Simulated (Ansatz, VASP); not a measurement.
## Ti6H in VASP and in Ansatz

INCAR

```
PREC = Accurate ; ENCUT = 520
EDIFF = 1E-7 ; ISMEAR = 0
SIGMA = 0.1 ; LREAL = False
LASPH = True ; NELM = 60
ALGO = Normal ; ISIF = 2
LWAVE = False ; LCHARG = False
LDIPOL = True ; IDIPOL = 3
DIPOL = 0.5 0.5 0.321 ; GGA = PE
NBANDS = 86
```

Contents of KPOINTS:

```
regular mesh
0
Gamma
  5 6 1
```

File POSCAR:

```
Ti6H
1.0
    5.8763264169      0.0000000000      0.0000000000
    0.0000000000      4.6504654180      0.0000000000
    0.0000000000      0.0000000000     23.7842241737
Ti H
12 2
Direct
    0.0000000000      0.7500000000      0.1681787041
    0.5000000000      0.7500000000      0.1681787041
    0.2500000000      0.2500000000      0.2038399329
    0.7500000000      0.2500000000      0.2038399329
    0.2500000000      0.7500000000      0.2751623905
    0.7500000000      0.7500000000      0.2751623905
    0.0000000000      0.2500000000      0.3097469736
    0.5000000000      0.2500000000      0.3097469736
    0.0000000000      0.7500000000      0.3777037247
    0.5000000000      0.7500000000      0.3777037247
    0.2500000000      0.2500000000      0.4113745356
    0.7500000000      0.2500000000      0.4113745356
    0.1495120492      0.2500000000      0.4975661214
    0.3504879508      0.2500000000      0.4975661214
```

Input for Ansatz:

```yaml
crystal:
  lattice:
    - [5.8763264169, 0.0, 0.0]
    - [0.0, 4.650465418, 0.0]
    - [0.0, 0.0, 23.7842241737]
  atoms:
    - { symbol: Ti, position: [0.0, 0.75, 0.1681787041] }
    - { symbol: Ti, position: [0.5, 0.75, 0.1681787041] }
    - { symbol: Ti, position: [0.25, 0.25, 0.2038399329] }
    - { symbol: Ti, position: [0.75, 0.25, 0.2038399329] }
    - { symbol: Ti, position: [0.25, 0.75, 0.2751623905] }
    - { symbol: Ti, position: [0.75, 0.75, 0.2751623905] }
    - { symbol: Ti, position: [0.0, 0.25, 0.3097469736] }
    - { symbol: Ti, position: [0.5, 0.25, 0.3097469736] }
    - { symbol: Ti, position: [0.0, 0.75, 0.3777037247] }
    - { symbol: Ti, position: [0.5, 0.75, 0.3777037247] }
    - { symbol: Ti, position: [0.25, 0.25, 0.4113745356] }
    - { symbol: Ti, position: [0.75, 0.25, 0.4113745356] }
    - { symbol: H, position: [0.1495120492, 0.25, 0.4975661214] }
    - { symbol: H, position: [0.3504879508, 0.25, 0.4975661214] }
basis:
  ecutwfc: 420
kpoints:
  mp_grid: { grid: [5, 6, 1] }
hamiltonian:
  xc: pbe
  pseudopotentials: { kind: paw, azcp: { folder: soft_1 } }
scf:
  occupations: { method: gaussian, width: 0.1 }
output:
  forces: true
  eigenvalues: true
efield:
  axis: 3
  dipole_correction: true
  ramp_width: 0.04
```

Alike in both runs: task single point; functional PBE; k mesh 5 × 6 × 1; occupations gaussian, width 0.1 eV; no spin polarisation.

```csv
,VASP,Ansatz
version,VASP 6.6.1,Ansatz 0.2.0
potentials or method,"VASP PAW PBE potentials, release 64 (Ti_sv, H), cutoff 520 eV","scalar-relativistic, plane waves, PAW"
valence electrons in the cell,146,146
```

|  | VASP | Ansatz | Ansatz less VASP |
| --- | --- | --- | --- |
| gap on the k mesh at the Fermi level (eV) | none | none | - |
| rms of the force components (eV/Å) | 0.494 | 0.495 | +0.0003 |

Atom by atom the forces differ by 0.005 eV/Å (rms over components). A gap of «none» marks a metal or a gap that the smearing closes.
